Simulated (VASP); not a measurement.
# MgO (CsCl type) (Pm-3m) in VASP: further runs

Runs on MgO (CsCl type). Level: PBE. Tasks: single point, relaxation of cell and atoms.

Everything below comes from runs of VASP 6.6.1. Logs are shortened: lines on timing, memory, paths and dates and some standing lists are left out, and cuts for length are marked.

### Step 1. The cell of the first run

Symmetry: Pm-3m, No. 221, cubic system. The conventional cell has a = 2.350 Å, b = 2.350 Å, c = 2.350 Å, α = 90.00°, β = 90.00°, γ = 90.00°. Mg (site symmetry m-3m) has 8 O at 2.04 Å and 6 Mg at 2.35 Å within 2.7 Å. Within 2.7 Å of O (site symmetry m-3m) lie 8 Mg at 2.04 Å and 6 O at 2.35 Å.

### Step 2. Single point, PBE

Contents of INCAR:

```
ALGO = Normal
EDIFF = 1E-6
ENCUT = 520
GGA = PE
ISIF = 2
ISMEAR = -1
LASPH = T
LCHARG = F
LREAL = F
LWAVE = F
NBANDS = 11
NELM = 60
PREC = Accurate
SIGMA = 0.1
```

Contents of KPOINTS:

```
k-points
0
Gamma
  15 15 15
```

Contents of POSCAR:

```
MgO
1.0
    2.3501942720      0.0000000000      0.0000000000
    0.0000000000      2.3501942720      0.0000000000
    0.0000000000      0.0000000000      2.3501942720
Mg O
1 1
Direct
    0.0000000000      0.0000000000      0.0000000000
    0.5000000000      0.5000000000      0.5000000000
```

Potentials or basis: VASP PAW PBE potentials, release 64 (Mg, O).

On the command line:

```sh
cat potpaw_PBE.64/Mg/POTCAR potpaw_PBE.64/O/POTCAR > POTCAR
mpirun -np 1 vasp_std > vasp.out
```

OUTCAR:

```text
EDIFF = 1E-6
   ENCUT = 520
   GGA = PE
   ISIF = 2
   ISMEAR = -1
   LASPH = T
   LREAL = F
   NELM = 60
   PREC = Accurate

 ion  position               nearest neighbor table
   1  0.000  0.000  0.000-   2 2.04   2 2.04   2 2.04   2 2.04   2 2.04   2 2.04   2 2.04   2 2.04

   2  0.500  0.500  0.500-   1 2.04   1 2.04   1 2.04   1 2.04   1 2.04   1 2.04   1 2.04   1 2.04

  LATTYP: Found a simple cubic cell.
 ALAT       =     2.3501942720

  Lattice vectors:

 A1 = (   2.3501942720,   0.0000000000,   0.0000000000)
 A2 = (   0.0000000000,   2.3501942720,   0.0000000000)
 A3 = (   0.0000000000,   0.0000000000,   2.3501942720)

Analysis of symmetry for initial positions (statically):
=====================================================================
 Subroutine PRICEL returns:
 Original cell was already a primitive cell.

 Routine SETGRP: Setting up the symmetry group for a
 simple cubic supercell.

 Subroutine GETGRP returns: Found 48 space group operations
 (whereof 48 operations were pure point group operations)
 out of a pool of 48 trial point group operations.

The static configuration has the point symmetry O_h .

Analysis of symmetry for dynamics (positions and initial velocities):
=====================================================================
 Subroutine PRICEL returns:
 Original cell was already a primitive cell.

 Routine SETGRP: Setting up the symmetry group for a
 simple cubic supercell.

 Subroutine GETGRP returns: Found 48 space group operations
 (whereof 48 operations were pure point group operations)
 out of a pool of 48 trial point group operations.

The dynamic configuration has the point symmetry O_h .

 Subroutine INISYM returns: Found 48 space group operations
 (whereof 48 operations are pure point group operations),
 and found     1 'primitive' translations

----------------------------------------------------------------------------------------

                                     Primitive cell

  volume of cell :      12.9811

  direct lattice vectors                    reciprocal lattice vectors
     2.350194272  0.000000000  0.000000000     0.425496740  0.000000000  0.000000000
     0.000000000  2.350194272  0.000000000     0.000000000  0.425496740  0.000000000
     0.000000000  0.000000000  2.350194272     0.000000000  0.000000000  0.425496740

  length of vectors
     2.350194272  2.350194272  2.350194272     0.425496740  0.425496740  0.425496740

  position of ions in fractional coordinates (direct lattice)
     0.000000000  0.000000000  0.000000000
     0.500000000  0.500000000  0.500000000

  ion indices of the primitive-cell ions
   primitive index   ion index
                 1           1
                 2           2

----------------------------------------------------------------------------------------

 KPOINTS: k-points

Automatic generation of k-mesh.
 Grid dimensions read from file:
 generate k-points for:   15   15   15

 Generating k-lattice:

  Cartesian coordinates                     Fractional coordinates (reciprocal lattice)
     0.028366449  0.000000000  0.000000000     0.066666667  0.000000000  0.000000000
     0.000000000  0.028366449  0.000000000     0.000000000  0.066666667  0.000000000
     0.000000000  0.000000000  0.028366449     0.000000000  0.000000000  0.066666667

  Length of vectors
     0.028366449  0.028366449  0.028366449

  Shift w.r.t. Gamma in fractional coordinates (k-lattice)
     0.000000000  0.000000000  0.000000000

 Subroutine IBZKPT returns following result:
 ===========================================

 Found    120 irreducible k-points:

 Following reciprocal coordinates:
            Coordinates               Weight
  0.000000  0.000000  0.000000      1.000000
  0.066667  0.000000  0.000000      6.000000
  0.133333  0.000000  0.000000      6.000000
  0.200000  0.000000  0.000000      6.000000
  0.266667  0.000000  0.000000      6.000000
  0.333333  0.000000  0.000000      6.000000
[... 16 lines left out ...]
  0.266667  0.200000  0.000000     24.000000
  0.333333  0.200000  0.000000     24.000000
 [... further k-points ...]
   k-points           NKPTS =    120   k-points in BZ     NKDIM =    120   number of bands    NBANDS=     11
   number of dos      NEDOS =    301   number of ions     NIONS =      2
   total plane-waves  NPLWV =   5832
   dimension x,y,z NGX =    18 NGY =   18 NGZ =   18
   dimension x,y,z NGXF=    36 NGYF=   36 NGZF=   36
   ions per type =               1   1
   NGX,Y,Z   is equivalent  to a cutoff of  12.73, 12.73, 12.73 a.u.
   NGXF,Y,Z  is equivalent  to a cutoff of  25.47, 25.47, 25.47 a.u.
 SYSTEM =  unknown system
   PREC   = accura    normal or accurate (medium, high low for compatibility)
   ISTART =      0    job   : 0-new  1-cont  2-samecut
   ICHARG =      2    charge: 1-file 2-atom 10-const
   ISPIN  =      1    spin polarized calculation?
   LNONCOLLINEAR =      F non collinear calculations
   LSORBIT =      F    spin-orbit coupling
   LASPH  =      T    aspherical Exc in radial PAW
   ENCUT  =  520.0 eV  38.22 Ry    6.18 a.u.   4.37  4.37  4.37*2*pi/ulx,y,z
   NELM   =     60;   NELMIN=  2; NELMDL= -5     # of ELM steps
   EDIFF  = 0.1E-05   stopping-criterion for ELM
   LREAL  =      F    real-space projection
   EDIFFG = 0.1E-04   stopping-criterion for IOM
   NSW    =      0    number of steps for IOM
   IBRION =     -1    ionic relax: 0-MD 1-quasi-New 2-CG
   NFREE  =      0    steps in history (QN), initial steepest desc. (CG)
   ISIF   =      2    stress and relaxation
   ISYM   =      2    0-nonsym 1-usesym 2-fastsym
   POTIM  = 0.5000    time-step for ionic-motion
   TEBEG  =    0.0;   TEEND  =   0.0 temperature during run
   PSTRESS=    0.0 pullay stress
   NELECT =       8.0000    total number of electrons
   NUPDOWN=      -1.0000    fix difference up-down
   EMIN   =  10.00;   EMAX   =-10.00  energy-range for DOS
   EFERMI =   0.00;   METHOD = LEGACY
   ISMEAR =    -1;   SIGMA  =   0.10  broadening in eV -4-tet -1-fermi 0-gaus
   EFERMI_NEDOS =   21; number of points for ismear=-14 and -15
   IALGO  =     38    algorithm
   IMIX   =      4    mixing-type and parameters
     AMIX     =   0.40;   BMIX     =  1.00
     AMIX_MAG =   1.60;   BMIX_MAG =  1.00
  volume/ion in A,a.u.               =       6.49        43.80
  Fermi-wavevector in a.u.,A,eV,Ry     =   1.393160  2.632691 26.407485  1.940895
  Thomas-Fermi vector in A             =   2.516833
   LORBIT       =      0    0 simple, 1 ext, 2 COOP (PROOUT), +10 PAW based schemes
   GGA     = PE    functional components
   LHFCALC =     F    Hartree Fock is set to
   AEXX    =    0.0000 exact exchange contribution
   IVDW    =     0    specifies the selected vdW correction
   LEPSILON=     F    determine dielectric tensor
   LRPA    =     F    only Hartree local field effects (RPA)
 non-spin polarized calculation
  energy-cutoff  :      520.00
  volume of cell :       12.98
 maximum number of plane-waves:       365
 NGX is ok and might be reduce to    18
   NGX =  9   NGY =  9   NGZ =  9

 number of electron       8.0000001 magnetization

 Free energy of the ion-electron system (eV)
  ---------------------------------------------------
  ext. energy  EPLUGINS =         0.00000000
  ---------------------------------------------------
  free energy    TOTEN  =        -8.95618887 eV

  energy without entropy =       -8.95618886  energy(sigma->0) =       -8.95618886

 E-fermi :  10.7445     XC(G=0): -13.0397

 val. band max:        8.7301487851   @ k =   0.4667   0.4667   0.0000
 cond. band min:      15.1268108486   @ k =   0.4667   0.4667   0.0000
 fundamental gap:      6.3966620634
 Fermi energy:        10.7445014687

 k-point     1 :       0.0000    0.0000    0.0000
  band No.  band energies     occupation
      1     -12.5875      2.00000
      2       7.3088      2.00000
      3       7.3088      2.00000
      4       7.3088      2.00000
      5      15.3233      0.00000
      6      19.6400      0.00000
      7      19.6400      0.00000
      8      35.4366      0.00000
      9      35.4366      0.00000
     10      35.4366      0.00000
     11      41.1159      0.00000

 k-point     2 :       0.0667    0.0000    0.0000
  band No.  band energies     occupation
      1     -12.5144      2.00000
      2       6.8374      2.00000
      3       7.3305      2.00000
      4       7.3305      2.00000
      5      15.5740      0.00000
      6      19.7581      0.00000
      7      19.9450      0.00000
      8      35.2578      0.00000
      9      35.2578      0.00000
     10      35.4482      0.00000
     11      40.5736      0.00000

 k-point     3 :       0.1333    0.0000    0.0000
  band No.  band energies     occupation
      1     -12.3018      2.00000
      2       5.6716      2.00000
      3       7.3923      2.00000
      4       7.3923      2.00000
      5      16.1417      0.00000
      6      20.1119      0.00000
      7      20.7427      0.00000
      8      34.7130      0.00000
      9      34.7130      0.00000
     10      35.5615      0.00000
     11      39.5548      0.00000

 k-point     4 :       0.2000    0.0000    0.0000
  band No.  band energies     occupation
      1     -11.9667      2.00000
      2       4.2167      2.00000
      3       7.4851      2.00000
      4       7.4851      2.00000
      5      16.8073      0.00000
      6      20.6991      0.00000
      7      21.7008      0.00000
      8      33.8615      0.00000
      9      33.8615      0.00000
     10      35.9997      0.00000
     11      37.2237      0.00000
[... 239 lines left out ...]
 k-point    22 :       0.2000    0.2000    0.0000
  band No.  band energies     occupation
      1     -11.3931      2.00000
      2       4.3734      2.00000
      3       4.9133      2.00000
      4       7.6996      2.00000
      5      18.2304      0.00000
      6      21.3019      0.00000
      7      22.7528      0.00000
      8      31.0204      0.00000
      9      33.5309      0.00000
     10      34.5885      0.00000
     11      35.3937      0.00000

 k-point    23 :       0.2667    0.2000    0.0000
  band No.  band energies     occupation
      1     -11.0037      2.00000
      2       3.2131      2.00000
      3       4.9597      2.00000
      4       7.8330      2.00000
      5      18.8550      0.00000
      6      21.2065      0.00000
      7      23.3402      0.00000
      8      30.3259      0.00000
      9      32.8612      0.00000
     10      34.1131      0.00000
     11      34.7277      0.00000

 k-point    24 :       0.3333    0.2000    0.0000
  band No.  band energies     occupation
      1     -10.5879      2.00000
      2       2.0048      2.00000
      3       5.2089      2.00000
      4       7.9644      2.00000
      5      19.3902      0.00000
      6      20.9983      0.00000
      7      23.7593      0.00000
      8      29.6688      0.00000
      9      31.9891      0.00000
     10      34.1933      0.00000
     11      34.5241      0.00000

 [... further k-points ...]

------------------------ aborting loop because EDIFF is reached ----------------------------------------

  FORCE on cell =-STRESS in cart. coord.  units (eV):
  Direction    XX          YY          ZZ          XY          YZ          ZX
  --------------------------------------------------------------------------------------
  -------------------------------------------------------------------------------------
  Total        8.8981882      8.8981882      8.8981882      0.0000000      0.0000000      0.0000000
  in kB     1098.2491566   1098.2491566   1098.2491566      0.0000000      0.0000000      0.0000000
  external PRESSURE =    1098.2491566 kB  Pullay stress =       0.0000000 kB

 VOLUME and BASIS-vectors are now :
 -----------------------------------------------------------------------------
  energy-cutoff  :      520.00
  volume of cell :       12.98
      direct lattice vectors                 reciprocal lattice vectors
     2.350194272  0.000000000  0.000000000     0.425496740  0.000000000  0.000000000
     0.000000000  2.350194272  0.000000000     0.000000000  0.425496740  0.000000000
     0.000000000  0.000000000  2.350194272     0.000000000  0.000000000  0.425496740

 POSITION                                       TOTAL-FORCE (eV/Angst)
 -----------------------------------------------------------------------------------
      0.00000      0.00000      0.00000         0.000000      0.000000      0.000000
      1.17510      1.17510      1.17510         0.000000      0.000000      0.000000
 -----------------------------------------------------------------------------------
    total drift:                                0.000000     -0.000000      0.000000

  FREE ENERGIE OF THE ION-ELECTRON SYSTEM (eV)
  ---------------------------------------------------
  free  energy   TOTEN  =        -8.9561888650 eV

  energy  without entropy=       -8.9561888650  energy(sigma->0) =       -8.95618886
```

It took 16 s on 1 thread of AMD EPYC 7R13, shared host; peak memory 0.1 GiB.

Results:

- Free energy: -8.9562 eV
- Pressure: 109.8 GPa
- Band gap on the k mesh: 6.40 eV, direct

Levels at points of the mesh, in eV from the valence-band top:
| k point | band 2 | band 3 | band 4 | band 5 | band 6 | band 7 |
| --- | --- | --- | --- | --- | --- | --- |
| (0.00, 0.00, 0.00) | -1.42 | -1.42 | -1.42 | 6.59 | 10.91 | 10.91 |

A k mesh can miss the band edges. Expect the measured gap to be larger: semilocal functionals such as PBE lack the derivative discontinuity.

(Continued in part 2 of 2.)
